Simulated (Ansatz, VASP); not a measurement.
# Na2B3 in VASP and in Ansatz

The input INCAR:

```
  ALGO = Normal
  EDIFF = 1E-6
  ENCUT = 520
  GGA = PE
  ISIF = 2
  ISMEAR = 0
  LASPH = True
  LCHARG = False
  LREAL = False
  LWAVE = False
  NBANDS = 20
  NELM = 80
  PREC = Accurate
  SIGMA = 0.1
```

Contents of KPOINTS:

```
k-points
0
Gamma
  6 6 6
```

POSCAR

```
Na2B3
1.0
    3.5209081000      0.0000000000      0.0000000000
    0.0000000000      3.5209081000      0.0000000000
    0.0000000000      0.0000000000      3.3295503100
Na B
2 3
Direct
    0.0000000000      0.0000000000      0.5000000000
    0.5000000000      0.5000000000      0.0000000000
    0.0000000000      0.0000000000      0.1540055500
    0.0000000000      0.0000000000      0.8459944500
    0.5000000000      0.5000000000      0.5000000000
```

Input for Ansatz:

```yaml
crystal:
  lattice:
    - [3.5209081, 0.0, 0.0]
    - [0.0, 3.5209081, 0.0]
    - [0.0, 0.0, 3.32955031]
  atoms:
    - { symbol: Na, position: [0.0, 0.0, 0.5] }
    - { symbol: Na, position: [0.5, 0.5, 0.0] }
    - { symbol: B, position: [0.0, 0.0, 0.15400555] }
    - { symbol: B, position: [0.0, 0.0, 0.84599445] }
    - { symbol: B, position: [0.5, 0.5, 0.5] }
basis:
  ecutwfc: 420
kpoints:
  mp_grid: { grid: [6, 6, 6] }
hamiltonian:
  xc: pbe
scf:
  occupations: { method: gaussian, width: 0.1 }
  lower_state_search: "off"
output:
  forces: true
  stress: true
  eigenvalues: true
```

Alike in both runs: task single point; functional PBE; k mesh 6 × 6 × 6; occupations gaussian, width 0.1 eV; no spin polarisation.

```csv
,VASP,Ansatz
version,VASP 6.6.1,Ansatz 0.2.0
potentials or method,"VASP PAW PBE potentials, release 64 (Na_pv, B), cutoff 520 eV","scalar-relativistic, plane waves, PAW"
valence electrons in the cell,23,27
```

```tsv
	VASP	Ansatz	Ansatz less VASP
gap on the k mesh at the Fermi level (eV)	none	none	-
rms of the force components (eV/Å)	5.823	4.844	-0.9791
```

Atom by atom the forces differ by 0.979 eV/Å (rms over components). A gap of «none» marks a metal or a gap that the smearing closes. With one functional, cell and mesh, what is left measures potentials, basis and numerics. VASP's potentials hold 23 valence electrons a cell and Ansatz's 27, so a difference there can come from the potentials and not from the codes.
